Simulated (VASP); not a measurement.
Set up this calculation in VASP 6.6.1, as the native input.

```yaml
Task: single point
Functional: PBE
Potentials_or_basis: VASP PAW PBE potentials, release 64 (Si, O, Al, N)
Cutoff: 520 eV
k_mesh: 1 × 1 × 1, shifted
Occupations: fermi-dirac, width 0.1379 eV
Spin: no spin polarisation
Dipole_correction: no
Mended: yes
Further_INCAR_settings: ALGO = Normal; EDIFF = 1e-06; NBANDS = 49; ISYM = -1
```

The structure of AlSi4NO8 lies in POSCAR:

```
AlSi4NO8
1.0
    5.7572110000     -0.1084800000      0.0355500000
   -0.1084800000      5.9047110000     -0.0767980000
    0.0355500000     -0.0767980000      5.9747940000
Si O Al N
4 8 1 1
Direct
    0.1749751278      0.4350185339      0.3887786236
    0.5807866216      0.3808416695      0.0454733526
    0.0898652752      0.1572321091     -0.0147063813
    0.3358013143      0.7506067003      0.7597973012
    0.1335706759      0.8872022063     -0.1002776133
    0.5500735644      0.6177613569      0.8997799291
    0.9336596734      0.5626670202      0.2969444805
    0.3548073982      0.2439220191     -0.0824302361
    0.1191479121      0.1733081116      0.2793190875
    0.8284966919      0.2894337550     -0.0576791641
    0.5481976742      0.8845938432      0.5783420501
    0.1563152562      0.5421510118      0.6405240258
    0.6893689258      0.6809175606      0.3828572234
    0.4799011244      0.4586852711      0.3216918653
```

One way to write it, as run:

INCAR

```
SYSTEM = AlSi4NO8
  PREC = Accurate
  ENCUT = 520
  EDIFF = 1E-6
  ISMEAR = -1
  SIGMA = 0.1379
  LREAL = .False.
  LASPH = .True.
  NELM = 120
  ALGO = Normal
  ISIF = 2
  LWAVE = .False.
  LCHARG = .False.
  GGA = PE
  ISYM = -1
  NBANDS = 49
  GGA_COMPAT = .False.
```

KPOINTS

```
explicit points
1
Reciprocal
  0.25000000   0.25000000   0.25000000 1
```

Potentials or basis: VASP PAW PBE potentials, release 64 (Si, O, Al, N).

The run is started by

```console
$ cat potpaw_PBE.64/Si/POTCAR potpaw_PBE.64/O/POTCAR potpaw_PBE.64/Al/POTCAR potpaw_PBE.64/N/POTCAR > POTCAR
$ mpirun -np 1 vasp_std > vasp.out
```

Results of the run:

* Pressure: -8.1 GPa
* Largest force: 3.805 eV/Å

Caveat: the atoms stand as in a frame of molecular dynamics.

Run time: 12 s on 1 thread of Intel(R) Xeon(R) 6975P-C (Granite Rapids) (shared host), peak memory 0.32 GiB.
